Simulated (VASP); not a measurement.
# C in VASP: notebook

C is run at these levels: PBE; tasks: single point, relaxation of shape and atoms at fixed volume, relaxation of cell and atoms.

All numbers are computed with VASP 6.6.1; they aren't measurements. Logs are shortened: lines on timing, memory, paths and dates and some standing lists are left out, and cuts for length are marked.

## 1. The cell of the first run

It takes space group P6_3/mmc (No. 194, hexagonal). The conventional cell has a = 2.467 Å, b = 2.467 Å, c = 8.768 Å, α = 90.00°, β = 90.00°, γ = 120.00°. C (site symmetry -6m2) has 3 C at 1.42 Å within 1.9 Å. C (site symmetry -6m2) has 3 C at 1.42 Å within 1.9 Å.

## 2. Single point, PBE (volume scaled by 1.03, then relaxed in part)

INCAR

```
  PREC = Accurate
  ENCUT = 520
  EDIFF = 1E-6
  ISMEAR = 0
  SIGMA = 0.1
  LREAL = F
  LASPH = T
  NELM = 80
  ALGO = Normal
  ISIF = 2
  LWAVE = F
  LCHARG = T
  GGA = PE
  LELF = T
  LVHAR = T
  NBANDS = 16
```

KPOINTS

```
regular mesh
0
Gamma
  18 18 6
```

POSCAR

```
C
1.0
    2.4665753365      0.0000000000      0.0000000000
   -1.2332876682      2.1361169018      0.0000000000
    0.0000000000      0.0000000000      8.7679424851
C
4
Direct
    0.0000000000      0.0000000000      0.0025000000
    0.0000000000      0.0000000000      0.5025000000
    0.3333333333      0.6666666667      0.0025000000
    0.6666666667      0.3333333333      0.5025000000
```

Potentials or basis: VASP PAW PBE potentials, release 64 (C).

On the command line:

```
$ cat potpaw_PBE.64/C/POTCAR > POTCAR
$ mpirun -np 1 vasp_std > vasp.out
```

OUTCAR:

```text
PREC = Accurate
   ENCUT = 520
   EDIFF = 1E-6
   ISMEAR = 0
   LREAL = F
   LASPH = T
   NELM = 80
   ISIF = 2
   GGA = PE

 ion  position               nearest neighbor table
   1  0.000  0.000  0.002-   3 1.42   3 1.42   3 1.42
   2  0.000  0.000  0.502-   4 1.42   4 1.42   4 1.42
   3  0.333  0.667  0.002-   1 1.42   1 1.42   1 1.42
   4  0.667  0.333  0.502-   2 1.42   2 1.42   2 1.42

  LATTYP: Found a hexagonal cell.
 ALAT       =     2.4665753365
 C/A-ratio  =     3.5547028933

  Lattice vectors:

 A1 = (   2.4665753365,   0.0000000000,   0.0000000000)
 A2 = (  -1.2332876682,   2.1361169018,   0.0000000000)
 A3 = (   0.0000000000,   0.0000000000,   8.7679424851)

Analysis of symmetry for initial positions (statically):
=====================================================================
 Subroutine PRICEL returns:
 Original cell was already a primitive cell.

 Routine SETGRP: Setting up the symmetry group for a
 hexagonal supercell.

 Subroutine GETGRP returns: Found 24 space group operations
 (whereof  6 operations were pure point group operations)
 out of a pool of 24 trial point group operations.

The static configuration has the point symmetry C_3v.
 The point group associated with its full space group is D_6h.

Analysis of symmetry for dynamics (positions and initial velocities):
=====================================================================
 Subroutine PRICEL returns:
 Original cell was already a primitive cell.

 Routine SETGRP: Setting up the symmetry group for a
 hexagonal supercell.

 Subroutine GETGRP returns: Found 24 space group operations
 (whereof  6 operations were pure point group operations)
 out of a pool of 24 trial point group operations.

The dynamic configuration has the point symmetry C_3v.
 The point group associated with its full space group is D_6h.

 Subroutine INISYM returns: Found 24 space group operations
 (whereof  6 operations are pure point group operations),
 and found     1 'primitive' translations

----------------------------------------------------------------------------------------

                                     Primitive cell

  volume of cell :      46.1974

  direct lattice vectors                    reciprocal lattice vectors
     2.466575337  0.000000000  0.000000000     0.405420416  0.234069587  0.000000000
[... 84 lines left out ...]
   ISPIN  =      1    spin polarized calculation?
   LNONCOLLINEAR =      F non collinear calculations
   LSORBIT =      F    spin-orbit coupling
   LASPH  =      T    aspherical Exc in radial PAW
   ENCUT  =  520.0 eV  38.22 Ry    6.18 a.u.   4.59  4.59 16.30*2*pi/ulx,y,z
   NELM   =     80;   NELMIN=  2; NELMDL= -5     # of ELM steps
   EDIFF  = 0.1E-05   stopping-criterion for ELM
   LREAL  =      F    real-space projection
   EDIFFG = 0.1E-04   stopping-criterion for IOM
   NSW    =      0    number of steps for IOM
   IBRION =     -1    ionic relax: 0-MD 1-quasi-New 2-CG
   NFREE  =      0    steps in history (QN), initial steepest desc. (CG)
   ISIF   =      2    stress and relaxation
   ISYM   =      2    0-nonsym 1-usesym 2-fastsym
   POTIM  = 0.5000    time-step for ionic-motion
   TEBEG  =    0.0;   TEEND  =   0.0 temperature during run
   PSTRESS=    0.0 pullay stress
   NELECT =      16.0000    total number of electrons
   NUPDOWN=      -1.0000    fix difference up-down
   EMIN   =  10.00;   EMAX   =-10.00  energy-range for DOS
   EFERMI =   0.00;   METHOD = LEGACY
   ISMEAR =     0;   SIGMA  =   0.10  broadening in eV -4-tet -1-fermi 0-gaus
   EFERMI_NEDOS =   21; number of points for ismear=-14 and -15
   IALGO  =     38    algorithm
   IMIX   =      4    mixing-type and parameters
     AMIX     =   0.40;   BMIX     =  1.00
     AMIX_MAG =   1.60;   BMIX_MAG =  1.00
  volume/ion in A,a.u.               =      11.55        77.94
  Fermi-wavevector in a.u.,A,eV,Ry     =   1.149677  2.172574 17.983594  1.321757
  Thomas-Fermi vector in A             =   2.286345
   LORBIT       =      0    0 simple, 1 ext, 2 COOP (PROOUT), +10 PAW based schemes
   GGA     = PE    functional components
   LHFCALC =     F    Hartree Fock is set to
   AEXX    =    0.0000 exact exchange contribution
   IVDW    =     0    specifies the selected vdW correction
   LEPSILON=     F    determine dielectric tensor
   LRPA    =     F    only Hartree local field effects (RPA)
 non-spin polarized calculation
 Gauss-broadening in eV      SIGMA  =   0.10
  energy-cutoff  :      520.00
  volume of cell :       46.20
 maximum number of plane-waves:      1266
   NGX =  9   NGY =  9   NGZ = 33

 number of electron      15.9999994 magnetization

 Free energy of the ion-electron system (eV)
  ---------------------------------------------------
  ext. energy  EPLUGINS =         0.00000000
  ---------------------------------------------------
  free energy    TOTEN  =       -36.90467050 eV

  energy without entropy =      -36.90354443  energy(sigma->0) =      -36.90410746

 E-fermi :   2.5993     XC(G=0):  -8.5491

 val. band max:        2.5990291395   @ k =   0.3333   0.3333   0.1667
 cond. band min:       2.5994459745   @ k =   0.3333   0.3333   0.3333
 fundamental gap:      0.0004168350
 Fermi energy:         2.5993099264

 k-point     1 :       0.0000    0.0000    0.0000
  band No.  band energies     occupation
      1     -16.9290      2.00000
      2     -16.9020      2.00000
      3      -5.2075      2.00000
      4      -4.8083      2.00000
      5      -0.4455      2.00000
      6      -0.4455      2.00000
[... 433 lines left out ...]
      3      -9.6115      2.00000
      4      -9.5994      2.00000
      5      -4.6431      2.00000
      6      -4.6386      2.00000
[... 8 lines left out ...]
     15      15.0685      0.00000
     16      15.9611      0.00000

 [... further k-points ...]
[... 5 lines left out ...]
  --------------------------------------------------------------------------------------
  -------------------------------------------------------------------------------------
  Total        0.1518839      0.1518839     -0.0210882      0.0000000     -0.0000000      0.0000000
  in kB        5.2675067      5.2675067     -0.7313632      0.0000000     -0.0000000      0.0000000
  external PRESSURE =       3.2678834 kB  Pullay stress =       0.0000000 kB

 VOLUME and BASIS-vectors are now :
 -----------------------------------------------------------------------------
  energy-cutoff  :      520.00
  volume of cell :       46.20
      direct lattice vectors                 reciprocal lattice vectors
     2.466575337  0.000000000  0.000000000     0.405420416  0.234069587  0.000000000
    -1.233287668  2.136116902  0.000000000     0.000000000  0.468139173  0.000000000
     0.000000000  0.000000000  8.767942485     0.000000000  0.000000000  0.114051843

 POSITION                                       TOTAL-FORCE (eV/Angst)
 -----------------------------------------------------------------------------------
      0.00000      0.00000      0.02192        -0.000000      0.000000     -0.000000
      0.00000      0.00000      4.40589        -0.000000     -0.000000     -0.000000
     -0.00000      1.42408      0.02192         0.000000     -0.000000      0.000000
      1.23329      0.71204      4.40589        -0.000000      0.000000      0.000000
 -----------------------------------------------------------------------------------
    total drift:                                0.000000      0.000000      0.000019

  FREE ENERGIE OF THE ION-ELECTRON SYSTEM (eV)
  ---------------------------------------------------
  free  energy   TOTEN  =       -36.9046704964 eV

  energy  without entropy=      -36.9035444268  energy(sigma->0) =      -36.90410746
```

OSZICAR:

```text
N       E                     dE             d eps       ncg     rms          rms(c)
DAV:   1     0.427098708241E+02    0.42710E+02   -0.75844E+03  4736   0.903E+02
DAV:   2    -0.357647479946E+02   -0.78475E+02   -0.71297E+02  6528   0.185E+02
DAV:   3    -0.393671578548E+02   -0.36024E+01   -0.35790E+01  6560   0.385E+01
DAV:   4    -0.394062274932E+02   -0.39070E-01   -0.39052E-01  5880   0.486E+00
DAV:   5    -0.394069560073E+02   -0.72851E-03   -0.72843E-03  6464   0.636E-01    0.892E+00
DAV:   6    -0.375459475594E+02    0.18610E+01   -0.13742E+00  5560   0.689E+00    0.523E+00
DAV:   7    -0.368913073044E+02    0.65464E+00   -0.17614E+00  5848   0.786E+00    0.142E+00
DAV:   8    -0.369046573794E+02   -0.13350E-01   -0.66974E-02  5736   0.148E+00    0.187E-01
DAV:   9    -0.369043162786E+02    0.34110E-03   -0.11309E-03  6248   0.224E-01    0.109E-01
DAV:  10    -0.369046677600E+02   -0.35148E-03   -0.10531E-03  5376   0.200E-01    0.562E-02
DAV:  11    -0.369046683809E+02   -0.62093E-06   -0.18400E-05  6328   0.283E-02    0.106E-02
DAV:  12    -0.369046703325E+02   -0.19516E-05   -0.18966E-06  5608   0.124E-02    0.425E-03
DAV:  13    -0.369046704964E+02   -0.16387E-06   -0.44147E-07  4912   0.446E-03
   1 F= -.36904670E+02 E0= -.36904107E+02  d E =-.112607E-02
```

stdout:

```text
POSCAR found type information on POSCAR C
 POSCAR found :  1 types and       4 ions
 scaLAPACK will be used
 LDA part: xc-table for (Slater+PW92), standard interpolation
 POSCAR, INCAR and KPOINTS ok, starting setup
 FFT: planning ... GRIDC
 FFT: planning ... GRID_SOFT
 FFT: planning ... GRID
 WAVECAR not read
 entering main loop
```

It took 1.7 min on 1 thread of Intel Xeon Platinum 8259CL at 2.50GHz (Skylake/Cascade Lake), shared host; peak memory 0.2 GiB.

What came out:

```
Free energy            : -36.9047 eV
Pressure               : 0.3 GPa
Band gap on the k mesh : zero (filled and empty bands touch)
```

Stress tensor (GPa, compression positive):
```
 0.53  0.00  0.00
 0.00  0.53  0.00
 0.00  0.00 -0.07
```

Caveat: this functional lacks dispersion, which binds the layers, so the pressure and a relaxed spacing across them are unreliable.

## 3. Single point, PBE (volume scaled by 1.06, then relaxed in part)

INCAR

```
SYSTEM = C
PREC     = Accurate       ! precision mode
ENCUT    = 520            ! plane-wave cutoff, eV
EDIFF    = 1E-6           ! SCF threshold, eV
ISMEAR   = 0              ! smearing method
SIGMA    = 0.1            ! smearing width, eV
LREAL    = .FALSE.        ! projectors in reciprocal space
LASPH    = .TRUE.         ! aspherical terms in the spheres
NELM     = 60             ! most SCF steps
ALGO     = Normal         ! electronic algorithm
ISIF     = 2              ! what is computed and relaxed
LWAVE    = .FALSE.        ! write WAVECAR
LCHARG   = .TRUE.         ! write CHGCAR
GGA      = PE             ! functional
LELF     = .TRUE.         ! ELF
LVHAR    = .TRUE.       
NBANDS   = 16             ! bands
```

KPOINTS

```
regular mesh
0
G
  18 18 6
  0 0 0
```

POSCAR

```
C
1.0
    2.4670418557      0.0000000000      0.0000000000
   -1.2335209278      2.1365209193      0.0000000000
    0.0000000000      0.0000000000      9.0199071420
C
4
Direct
    0.0000000000      0.0000000000      0.0025000000
    0.0000000000      0.0000000000      0.5025000000
    0.3333333333      0.6666666667      0.0025000000
    0.6666666667      0.3333333333      0.5025000000
```

Potentials or basis: VASP PAW PBE potentials, release 64 (C).

On the command line:

```
$ cat potpaw_PBE.64/C/POTCAR > POTCAR
$ mpirun -np 1 vasp_std > vasp.out
```

It took 85 s on 1 thread of Intel Xeon Platinum 8259CL at 2.50GHz (Skylake/Cascade Lake), shared host; peak memory 0.2 GiB.

Results (log left out):

| Property | Result |
| --- | --- |
| Free energy | -36.9046 eV |
| Pressure | 0.2 GPa |
| Band gap on the k mesh | zero (filled and empty bands touch) |

Stress tensor (GPa, compression positive):
```
 0.34  0.00  0.00
 0.00  0.34  0.00
 0.00  0.00 -0.10
```

Levels at points of the mesh, in eV from the Fermi level:
```tsv
k point	band 4	band 5	band 6	band 7	band 8	band 9	band 10	band 11	band 12	band 13
(0.00, 0.00, 0.00)	-7.44	-3.05	-3.05	-3.05	-3.05	2.95	5.78	8.30	8.30	8.30
(0.50, 0.00, 0.00)	-13.23	-6.42	-6.42	-2.41	-2.31	1.61	1.75	7.34	7.37	10.55
(0.00, 0.00, 0.50)	-7.61	-3.05	-3.05	-3.05	-3.05	4.01	4.01	8.30	8.30	8.30
(0.50, 0.00, 0.50)	-13.23	-6.42	-6.42	-2.36	-2.36	1.67	1.67	7.35	7.35	11.29
```

Caveat: this functional lacks dispersion, which binds the layers, so the pressure and a relaxed spacing across them are unreliable.

(Continued in part 2 of 2.)
